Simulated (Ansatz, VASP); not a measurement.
**Sr3Ga: VASP beside Ansatz**

```
Sr Ga
1.0
    -2.81911    2.81911    4.84251
     2.81911   -2.81911    4.84251
     2.81911    2.81911   -4.84251
Sr Ga
3 1
Cartesian
  0.0000 0.0000 4.8425
  2.8191 0.0000 2.4213
  0.0000 2.8191 2.4213
  0.0000 0.0000 0.0000
```

Alike in both runs: functional PBE; k mesh 6 × 6 × 6; occupations gaussian, width 0.1 eV; no spin polarisation.

Ansatz relaxed the structure, and its values are those at the end. VASP's run is a single point on that final structure, the one shown.

|  | VASP | Ansatz |
| --- | --- | --- |
| version | VASP 6.6.1 | Ansatz 0.2.0 |
| potentials or method | VASP PAW PBE potentials, release 64 (Sr_sv, Ga_d), cutoff 520 eV | scalar-relativistic, plane waves, PAW |
| valence electrons in the cell | 43 | 43 |

```tsv
	VASP	Ansatz	Ansatz less VASP
gap on the k mesh at the Fermi level (eV)	none	none	-
pressure (GPa)	0.0	0.0	-0.03
```

A gap of «none» marks a metal or a gap that the smearing closes.
